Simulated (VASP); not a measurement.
Here is a VASP 6.6.1 calculation.

The input INCAR:

```
SYSTEM = TiCo
PREC = Accurate ; ENCUT = 600
EDIFF = 1E-6 ; ISMEAR = 0
SIGMA = 0.1 ; LREAL = .FALSE.
LASPH = .TRUE. ; NELM = 150
ALGO = Normal ; ISIF = 3
LWAVE = .FALSE. ; LCHARG = .FALSE.
ISPIN = 2 ; MAGMOM = 0 0.6
LORBIT = 11 ; LMAXMIX = 4
GGA = PE ; IBRION = 2
NSW = 100 ; EDIFFG = -0.005
```

The input KPOINTS:

```
Automatic mesh
0
G
  14 14 14
  0 0 0
```

POSCAR

```
TiCo
1.0
    2.9861109900      0.0000000000      0.0000000000
    0.0000000000      2.9861109900      0.0000000000
    0.0000000000      0.0000000000      2.9861109900
Ti Co
1 1
Direct
    0.0000000000      0.0000000000      0.0000000000
    0.5000000000      0.5000000000      0.5000000000
```

Potentials or basis: VASP PAW PBE potentials, release 64 (Ti_sv, Co).

Run with:

```console
$ cat potpaw_PBE.64/Ti_sv/POTCAR potpaw_PBE.64/Co/POTCAR > POTCAR
$ mpirun -np 1 vasp_std > vasp.out
```

(1) Estimate the net moment.

(2) Estimate the relaxed volume.

(3) What does it give for the space group after relaxing (to 0.05 Å)?

Answers

(1) 0.87 μB per cell.

(2) 13.26 Å³/atom.

(3) Pm-3m (No. 221).
